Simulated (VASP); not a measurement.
Wanted: the native input for a VASP 6.6.1 run.

```yaml
Task: single point
Functional: PBE
Potentials_or_basis: VASP PAW PBE potentials, release 64 (Mn_pv)
Cutoff: 520 eV
k_mesh: 15 × 15 × 8
Occupations: fermi-dirac, width 0.05 eV
Spin: no spin polarisation
Dipole_correction: no
Further_INCAR_settings: ALGO = Normal; EDIFF = 1e-06; NBANDS = 20
```

The structure of Mn lies in POSCAR:

```
Mn
1.0
    2.5792632029      0.0000000000      0.0000000000
   -1.2896316014      2.2337074568      0.0000000000
    0.0000000000      0.0000000000      4.1811987581
Mn
2
Direct
    0.6666666667      0.3333333333      0.7500000000
    0.3333333333      0.6666666667      0.2500000000
```

This isn't the form of Mn at room conditions, which is a 58-atom cubic cell.

The input as run:

INCAR

```
SYSTEM = Mn
PREC = Accurate
ENCUT = 520
EDIFF = 1E-6
ISMEAR = -1
SIGMA = 0.05
LREAL = .FALSE.
LASPH = .TRUE.
NELM = 80
ALGO = Normal
ISIF = 2
LWAVE = .FALSE.
LCHARG = .FALSE.
GGA = PE
NBANDS = 20
```

KPOINTS

```
regular mesh
0
G
  15 15 8
  0 0 0
```

Potentials or basis: VASP PAW PBE potentials, release 64 (Mn_pv).

Launch:

```console
$ cat potpaw_PBE.64/Mn_pv/POTCAR > POTCAR
$ mpirun -np 1 vasp_std > vasp.out
```

It gave:

```
Pressure               : -25.4 GPa
Band gap on the k mesh : zero (bands 13 and 14 overlap by 1.59 eV)
```

Caveat: the cell stands under tension; the run has no spin polarisation, though such a crystal can be magnetic.

Run time: 69 s on 1 thread of Intel Xeon 8259CL, on a shared host, peak memory 0.17 GiB.
